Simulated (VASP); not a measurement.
# Au (Cmcm) in VASP: notebook

Runs on Au. Level: PBEsol. Tasks: single point, relaxation of cell and atoms.

All numbers are computed with VASP 6.6.1; they aren't measurements. Logs are shortened: lines on timing, memory, paths and dates and some standing lists are left out, and cuts for length are marked.

## Step 1: The cell of the first run

The structure is orthorhombic, space group Cmcm (No. 63). Conventional cell: a = 2.866 Å, b = 4.974 Å, c = 4.776 Å, α = 90.00°, β = 90.00°, γ = 90.00°. Within 3.8 Å of Au (site symmetry m2m) lie 12 Au at 2.87 to 2.91 Å.

## Step 2: Single point, PBEsol

The input, INCAR:

```
ALGO = Normal
EDIFF = 1E-7
ENCUT = 520
GGA = PS
ISIF = 2
ISMEAR = -1
LASPH = T
LCHARG = F
LREAL = F
LWAVE = F
NBANDS = 18
NELM = 60
PREC = Accurate
SIGMA = 0.05
```

The input, KPOINTS:

```
k-points
0
Gamma
  11 11 6
```

The input, POSCAR:

```
Au
1.0
    1.4330839841     -2.4867502103      0.0000000000
    1.4330839841      2.4867502103      0.0000000000
    0.0000000000      0.0000000000      4.7763382443
Au
2
Direct
    0.3343330904      0.6656669096      0.2500000000
    0.6656669096      0.3343330904      0.7500000000
```

Potentials or basis: VASP PAW PBE potentials, release 64 (Au).

On the command line:

```
$ cat potpaw_PBE.64/Au/POTCAR > POTCAR
$ mpirun -np 1 vasp_std > vasp.out
```

OUTCAR:

```text
EDIFF = 1E-7
   ENCUT = 520
   GGA = PS
   ISIF = 2
   ISMEAR = -1
   LASPH = T
   LREAL = F
   NELM = 60
   PREC = Accurate

 ion  position               nearest neighbor table
   1  0.334  0.666  0.250-   2 2.90   2 2.90   2 2.91   2 2.91   2 2.91   2 2.91
   2  0.666  0.334  0.750-   1 2.90   1 2.90   1 2.91   1 2.91   1 2.91   1 2.91

  LATTYP: Found a base centered orthorhombic cell.
 ALAT       =     2.8661679682
 B/A-ratio  =     1.7352438782
 C/A-ratio  =     1.6664544079

  Lattice vectors:

 A1 = (   1.4330839841,  -2.4867502103,   0.0000000000)
 A2 = (   1.4330839841,   2.4867502103,   0.0000000000)
 A3 = (   0.0000000000,   0.0000000000,   4.7763382443)

Analysis of symmetry for initial positions (statically):
=====================================================================
 Subroutine PRICEL returns:
 Original cell was already a primitive cell.

 Routine SETGRP: Setting up the symmetry group for a
 base centered orthorhombic supercell.

 Subroutine GETGRP returns: Found  8 space group operations
 (whereof  4 operations were pure point group operations)
 out of a pool of  8 trial point group operations.

The static configuration has the point symmetry C_2h.
 The point group associated with its full space group is D_2h.

Analysis of symmetry for dynamics (positions and initial velocities):
=====================================================================
 Subroutine PRICEL returns:
 Original cell was already a primitive cell.

 Routine SETGRP: Setting up the symmetry group for a
 base centered orthorhombic supercell.

 Subroutine GETGRP returns: Found  8 space group operations
 (whereof  4 operations were pure point group operations)
 out of a pool of  8 trial point group operations.

The dynamic configuration has the point symmetry C_2h.
 The point group associated with its full space group is D_2h.

 Subroutine INISYM returns: Found  8 space group operations
 (whereof  4 operations are pure point group operations),
 and found     1 'primitive' translations

----------------------------------------------------------------------------------------

                                     Primitive cell

  volume of cell :      34.0431

  direct lattice vectors                    reciprocal lattice vectors
     1.433083984 -2.486750210  0.000000000     0.348897905 -0.201065631  0.000000000
     1.433083984  2.486750210  0.000000000     0.348897905  0.201065631  0.000000000
     0.000000000  0.000000000  4.776338244     0.000000000  0.000000000  0.209365407

  length of vectors
     2.870131759  2.870131759  4.776338244     0.402687393  0.402687393  0.209365407

  position of ions in fractional coordinates (direct lattice)
     0.334333090  0.665666910  0.250000000
     0.665666910  0.334333090  0.750000000

  ion indices of the primitive-cell ions
   primitive index   ion index
                 1           1
                 2           2

----------------------------------------------------------------------------------------

 KPOINTS: k-points

Automatic generation of k-mesh.
 Grid dimensions read from file:
 generate k-points for:   11   11    6

 Generating k-lattice:

  Cartesian coordinates                     Fractional coordinates (reciprocal lattice)
     0.031717991 -0.018278694  0.000000000     0.090909091 -0.000000000  0.000000000
     0.031717991  0.018278694  0.000000000    -0.000000000  0.090909091  0.000000000
     0.000000000  0.000000000  0.034894234     0.000000000  0.000000000  0.166666667

  Length of vectors
     0.036607945  0.036607945  0.034894234

  Shift w.r.t. Gamma in fractional coordinates (k-lattice)
     0.000000000  0.000000000  0.000000000

 Subroutine IBZKPT returns following result:
 ===========================================

 Found    144 irreducible k-points:

 Following reciprocal coordinates:
            Coordinates               Weight
  0.000000  0.000000  0.000000      1.000000
  0.090909 -0.000000  0.000000      4.000000
  0.181818 -0.000000  0.000000      4.000000
  0.272727  0.000000  0.000000      4.000000
  0.363636  0.000000  0.000000      4.000000
  0.454545 -0.000000  0.000000      4.000000
[... 16 lines left out ...]
 -0.272727  0.181818  0.000000      4.000000
 -0.181818  0.181818  0.000000      2.000000
 [... further k-points ...]
   k-points           NKPTS =    144   k-points in BZ     NKDIM =    144   number of bands    NBANDS=     18
   number of dos      NEDOS =    301   number of ions     NIONS =      2
   total plane-waves  NPLWV =  20736
   dimension x,y,z NGX =    24 NGY =   24 NGZ =   36
   dimension x,y,z NGXF=    48 NGYF=   48 NGZF=   72
   ions per type =               2
   NGX,Y,Z   is equivalent  to a cutoff of  13.90, 13.90, 12.53 a.u.
   NGXF,Y,Z  is equivalent  to a cutoff of  27.80, 27.80, 25.06 a.u.
 SYSTEM =  unknown system
   PREC   = accura    normal or accurate (medium, high low for compatibility)
   ISTART =      0    job   : 0-new  1-cont  2-samecut
   ICHARG =      2    charge: 1-file 2-atom 10-const
   ISPIN  =      1    spin polarized calculation?
   LNONCOLLINEAR =      F non collinear calculations
   LSORBIT =      F    spin-orbit coupling
   LASPH  =      T    aspherical Exc in radial PAW
   ENCUT  =  520.0 eV  38.22 Ry    6.18 a.u.   5.34  5.34  8.88*2*pi/ulx,y,z
   NELM   =     60;   NELMIN=  2; NELMDL= -5     # of ELM steps
   EDIFF  = 0.1E-06   stopping-criterion for ELM
   LREAL  =      F    real-space projection
   EDIFFG = 0.1E-05   stopping-criterion for IOM
   NSW    =      0    number of steps for IOM
   IBRION =     -1    ionic relax: 0-MD 1-quasi-New 2-CG
   NFREE  =      0    steps in history (QN), initial steepest desc. (CG)
   ISIF   =      2    stress and relaxation
   ISYM   =      2    0-nonsym 1-usesym 2-fastsym
   POTIM  = 0.5000    time-step for ionic-motion
   TEBEG  =    0.0;   TEEND  =   0.0 temperature during run
   PSTRESS=    0.0 pullay stress
   NELECT =      22.0000    total number of electrons
   NUPDOWN=      -1.0000    fix difference up-down
   EMIN   =  10.00;   EMAX   =-10.00  energy-range for DOS
   EFERMI =   0.00;   METHOD = LEGACY
   ISMEAR =    -1;   SIGMA  =   0.05  broadening in eV -4-tet -1-fermi 0-gaus
   EFERMI_NEDOS =   21; number of points for ismear=-14 and -15
   IALGO  =     38    algorithm
   IMIX   =      4    mixing-type and parameters
     AMIX     =   0.40;   BMIX     =  1.00
     AMIX_MAG =   1.60;   BMIX_MAG =  1.00
  volume/ion in A,a.u.               =      17.02       114.87
  Fermi-wavevector in a.u.,A,eV,Ry     =   1.415379  2.674679 27.256522  2.003298
  Thomas-Fermi vector in A             =   2.536824
   LORBIT       =      0    0 simple, 1 ext, 2 COOP (PROOUT), +10 PAW based schemes
   GGA     = PS    functional components
   LHFCALC =     F    Hartree Fock is set to
   AEXX    =    0.0000 exact exchange contribution
   IVDW    =     0    specifies the selected vdW correction
   LEPSILON=     F    determine dielectric tensor
   LRPA    =     F    only Hartree local field effects (RPA)
 non-spin polarized calculation
  energy-cutoff  :      520.00
  volume of cell :       34.04
 maximum number of plane-waves:       934
 NGX is ok and might be reduce to    24
   NGX = 11   NGY = 11   NGZ = 17

 number of electron      22.0000004 magnetization

 Free energy of the ion-electron system (eV)
  ---------------------------------------------------
  ext. energy  EPLUGINS =         0.00000000
  ---------------------------------------------------
  free energy    TOTEN  =        -7.84024883 eV

  energy without entropy =       -7.83221771  energy(sigma->0) =       -7.83623327

 E-fermi :   9.2671     XC(G=0): -12.8917

 val. band max:        9.1480694237   @ k =   0.3636   0.0909   0.5000
 cond. band min:       9.2693248097   @ k =  -0.4545   0.2727   0.5000
 fundamental gap:      0.1212553860
 Fermi energy:         9.2671167319

 k-point     1 :       0.0000    0.0000    0.0000
  band No.  band energies     occupation
      1      -0.6367      2.00000
      2       1.8900      2.00000
      3       4.4764      2.00000
      4       4.7061      2.00000
      5       4.7370      2.00000
      6       5.0417      2.00000
[... 10 lines left out ...]
     17      27.6004      0.00000
     18      27.7077      0.00000

 k-point     2 :       0.0909   -0.0000    0.0000
  band No.  band energies     occupation
      1      -0.3770      2.00000
      2       2.1017      2.00000
      3       4.3591      2.00000
      4       4.8236      2.00000
      5       4.8901      2.00000
      6       4.9670      2.00000
[... 10 lines left out ...]
     17      26.3792      0.00000
     18      27.1135      0.00000

 k-point     3 :       0.1818   -0.0000    0.0000
  band No.  band energies     occupation
      1       0.3530      2.00000
      2       2.6020      2.00000
      3       4.1404      2.00000
      4       4.6951      2.00000
      5       4.7109      2.00000
      6       5.2404      2.00000
[... 10 lines left out ...]
     17      25.8618      0.00000
     18      26.5094      0.00000

 k-point     4 :       0.2727    0.0000    0.0000
  band No.  band energies     occupation
      1       1.3497      2.00000
      2       2.8367      2.00000
      3       3.8740      2.00000
      4       4.2901      2.00000
      5       4.5961      2.00000
      6       5.0502      2.00000
[... 375 lines left out ...]
      4       3.6923      2.00000
      5       4.6260      2.00000
      6       4.7102      2.00000
[... 10 lines left out ...]
     17      24.7822      0.00000
     18      25.3219      0.00000

 k-point    23 :      -0.2727    0.1818    0.0000
  band No.  band energies     occupation
      1       1.0137      2.00000
      2       2.9577      2.00000
      3       3.9506      2.00000
      4       4.2166      2.00000
      5       4.6180      2.00000
      6       4.9649      2.00000
[... 10 lines left out ...]
     17      26.4014      0.00000
     18      26.4592      0.00000

 k-point    24 :      -0.1818    0.1818    0.0000
  band No.  band energies     occupation
      1       0.3510      2.00000
      2       2.6015      2.00000
      3       4.1253      2.00000
      4       4.6756      2.00000
      5       4.7148      2.00000
      6       5.2488      2.00000
[... 10 lines left out ...]
     17      25.8683      0.00000
     18      26.4711      0.00000

 [... further k-points ...]
[... 5 lines left out ...]
  --------------------------------------------------------------------------------------
  -------------------------------------------------------------------------------------
  Total       -0.0481564     -0.0587531     -0.0542651      0.0000000      0.0000000      0.0000000
  in kB       -2.2663966     -2.7651093     -2.5538893      0.0000000      0.0000000      0.0000000
  external PRESSURE =      -2.5284651 kB  Pullay stress =       0.0000000 kB

 VOLUME and BASIS-vectors are now :
 -----------------------------------------------------------------------------
  energy-cutoff  :      520.00
  volume of cell :       34.04
      direct lattice vectors                 reciprocal lattice vectors
     1.433083984 -2.486750210  0.000000000     0.348897905 -0.201065631  0.000000000
     1.433083984  2.486750210  0.000000000     0.348897905  0.201065631  0.000000000
     0.000000000  0.000000000  4.776338244     0.000000000  0.000000000  0.209365407

 POSITION                                       TOTAL-FORCE (eV/Angst)
 -----------------------------------------------------------------------------------
      1.43308      0.82394      1.19408         0.000000      0.001160     -0.000000
      1.43308     -0.82394      3.58225         0.000000     -0.001160      0.000000
 -----------------------------------------------------------------------------------
    total drift:                               -0.000000     -0.000000      0.000000

  FREE ENERGIE OF THE ION-ELECTRON SYSTEM (eV)
  ---------------------------------------------------
  free  energy   TOTEN  =        -7.8402488274 eV

  energy  without entropy=       -7.8322177059  energy(sigma->0) =       -7.83623327
```

It took 25 s on 1 thread of Intel Xeon 6975P-C (Granite Rapids), shared host; peak memory 0.2 GiB.

What came out:

| Property | Result |
| --- | --- |
| Free energy | -7.8402 eV |
| Pressure | -0.3 GPa |
| Band gap on the k mesh | zero (band 11 reaches 12.99 eV, above the bottom of band 12 at 6.66 eV) |

Levels at points of the mesh, in eV from the Fermi level:
```tsv
k point	band 9	band 10	band 11	band 12	band 13	band 14
(0.00, 0.00, 0.00)	-3.56	-2.17	-2.14	-1.14	2.80	14.53
(0.00, 0.00, 0.50)	-2.63	-2.63	-2.61	-2.61	10.82	10.82
```

Caveat: the PAW data sets were made with another functional, which shifts forces and pressure a little; spin-orbit coupling is left out, which moves the levels of the heavy elements.

## Step 3: Relaxation of cell and atoms, PBEsol

This run uses another cell than the first one, of 17.65 Å³/atom, 1.037 times its volume.

The input, INCAR:

```
PREC = Accurate ; ENCUT = 600
EDIFF = 1E-6 ; ISMEAR = -1
SIGMA = 0.05 ; LREAL = F
LASPH = T ; NELM = 60
ALGO = Normal ; ISIF = 3
LWAVE = F ; LCHARG = F
GGA = PS ; IBRION = 2
NSW = 80 ; EDIFFG = -0.01
```

The input, KPOINTS:

```
Automatic mesh
0
Gamma
  11 11 6
```

The input, POSCAR:

```
Au
1.0
    1.4113099650     -2.5559330250      0.0000000000
    1.4113099650      2.5559330250      0.0000000000
    0.0000000000      0.0000000000      4.8931696100
Au
2
Direct
    0.3346720300      0.6653279700      0.2500000000
    0.6653279700      0.3346720300      0.7500000000
```

Potentials or basis: VASP PAW PBE potentials, release 64 (Au).

On the command line:

```
$ cat potpaw_PBE.64/Au/POTCAR > POTCAR
$ mpirun -np 1 vasp_std > vasp.out
```

OUTCAR:

```text
PREC = Accurate
   ENCUT = 600
   EDIFF = 1E-6
   ISMEAR = -1
   LREAL = F
   LASPH = T
   NELM = 60
   ISIF = 3
   GGA = PS
   IBRION = 2
   NSW = 80
   EDIFFG = -0.01

 ion  position               nearest neighbor table
   1  0.335  0.665  0.250-   2 2.95   2 2.95   2 2.95   2 2.95   2 2.97   2 2.97
   2  0.665  0.335  0.750-   1 2.95   1 2.95   1 2.95   1 2.95   1 2.97   1 2.97

  LATTYP: Found a base centered orthorhombic cell.
 ALAT       =     2.8226199300
 B/A-ratio  =     1.8110359088
 C/A-ratio  =     1.7335559627

  Lattice vectors:

 A1 = (   1.4113099650,  -2.5559330250,   0.0000000000)
 A2 = (   1.4113099650,   2.5559330250,   0.0000000000)
 A3 = (   0.0000000000,   0.0000000000,   4.8931696100)

Analysis of symmetry for initial positions (statically):
=====================================================================
[... 724 lines left out ...]

 number of electron      22.0000003 magnetization

------------------------ aborting loop because EDIFF is reached ----------------------------------------
[... 67 lines left out ...]
--------------------------------------- Ionic step       11  -------------------------------------------

 number of electron      22.0000003 magnetization

 Free energy of the ion-electron system (eV)
  ---------------------------------------------------
  ext. energy  EPLUGINS =         0.00000000
  ---------------------------------------------------
  free energy    TOTEN  =        -7.84013014 eV

  energy without entropy =       -7.83214263  energy(sigma->0) =       -7.83613639

 E-fermi :   9.2838     XC(G=0): -12.8979

 val. band max:        9.2728767703   @ k =  -0.4545   0.4545   0.5000
 cond. band min:       9.2841690211   @ k =  -0.4545   0.2727   0.5000
 fundamental gap:      0.0112922508
 Fermi energy:         9.2838253296

 k-point     1 :       0.0000    0.0000    0.0000
  band No.  band energies     occupation
      1      -0.6304      2.00000
      2       1.8972      2.00000
      3       4.4856      2.00000
      4       4.7057      2.00000
      5       4.7607      2.00000
      6       5.0495      2.00000
      7       5.0719      2.00000
      8       5.6701      2.00000
      9       5.7401      2.00000
     10       7.1040      2.00000
     11       7.1548      2.00000
     12       8.1379      2.00000
     13      12.0899      0.00000
     14      23.8133      0.00000
[... 444 lines left out ...]
  FREE ENERGIE OF THE ION-ELECTRON SYSTEM (eV)
  ---------------------------------------------------
  free  energy   TOTEN  =        -7.8401301377 eV

  energy  without entropy=       -7.8321426327  energy(sigma->0) =       -7.83613639

 reached required accuracy - stopping structural energy minimisation
```

CONTCAR:

```text
Au
   1.00000000000000
     1.4314945965190276   -2.4875282398696394   -0.0000000000000000
     1.4314945965190276    2.4875282398696394    0.0000000000000000
     0.0000000000000000    0.0000000000000000    4.7751656458313878
  Au
     2
Direct
     0.3351523640460640    0.6648476359539360    0.2500000000000000
     0.6648476359539360    0.3351523640460640    0.7500000000000000

  0.00000000E+00  0.00000000E+00  0.00000000E+00
  0.00000000E+00  0.00000000E+00  0.00000000E+00
```

Run time: 1.9 min. Hardware: 1 thread of Intel Xeon 6975P-C (Granite Rapids), shared host; peak memory 0.23 GiB.

What came out:

```yaml
Free_energy: -7.8401 eV
Relaxed_volume: 17.00 Å³/atom
Relaxed_cell: a = 2.870 Å, b = 2.870 Å, c = 4.775 Å, α = 90.00°, β = 90.00°, γ = 120.16°
Space_group_after_relaxing_to_0.05_Å: P6_3/mmc (No. 194)
Energy_gained_by_relaxing: 17.1 meV/atom
Ionic_steps: 11
Pressure_after_relaxing: 0.0 GPa
Band_gap_on_the_k_mesh: zero (band 11 reaches 13.02 eV, above the bottom of band 12 at 6.68 eV)
```

Forces in eV/Å, atoms in the order of the input:
```
Au   0.000  0.002  0.000
Au   0.000 -0.002  0.000
```

The path:
| step | energy change (eV) | largest force (eV/Å) | pressure (GPa) | volume (Å³) |
| --- | --- | --- | --- | --- |
| 1 | 0.0000 | 0.0201 | -5.40 | 35.30 |
| 2 | 0.0196 | 0.0251 | 10.21 | 32.34 |
| 3 | -0.0265 | 0.0286 | 0.53 | 33.97 |
| 4 | -0.0330 | 0.0129 | 0.17 | 33.99 |
| 5 | -0.0342 | 0.0034 | 0.04 | 34.00 |
| 6 | -0.0342 | 0.0021 | 0.05 | 34.00 |
| 7 | -0.0342 | 0.0013 | 0.05 | 34.00 |
| 8 | -0.0343 | 0.0017 | -0.10 | 34.03 |
| 9 | -0.0343 | 0.0019 | -0.09 | 34.03 |
| 10 | -0.0343 | 0.0017 | -0.05 | 34.02 |
| 11 | -0.0343 | 0.0024 | 0.05 | 34.01 |

Final structure:
```cif
data_structure
_symmetry_space_group_name_H-M 'P 1'
_symmetry_Int_Tables_number 1
_cell_length_a 2.8700
_cell_length_b 2.8700
_cell_length_c 4.7752
_cell_angle_alpha 90.000
_cell_angle_beta 90.000
_cell_angle_gamma 120.162
_cell_volume 34.01
loop_
_atom_site_label
_atom_site_type_symbol
_atom_site_fract_x
_atom_site_fract_y
_atom_site_fract_z
_atom_site_occupancy
Au1 Au 0.33515 0.66485 0.25000 1
Au2 Au 0.66485 0.33515 0.75000 1
```

Levels at points of the mesh, in eV from the Fermi level:
| k point | band 7 | band 8 | band 9 | band 10 | band 11 | band 12 | band 13 | band 14 | band 15 |
| --- | --- | --- | --- | --- | --- | --- | --- | --- | --- |
| (0.00, 0.00, 0.00) | -4.21 | -3.61 | -3.54 | -2.18 | -2.13 | -1.15 | 2.81 | 14.53 | 15.86 |
| (0.00, 0.00, 0.50) | -4.58 | -4.58 | -2.64 | -2.64 | -2.61 | -2.61 | 10.82 | 10.82 | 14.84 |

Caveat: the PAW data sets were made with another functional, which shifts forces and pressure a little; spin-orbit coupling is left out, which moves the levels of the heavy elements.

(Continued in part 2 of 2.)
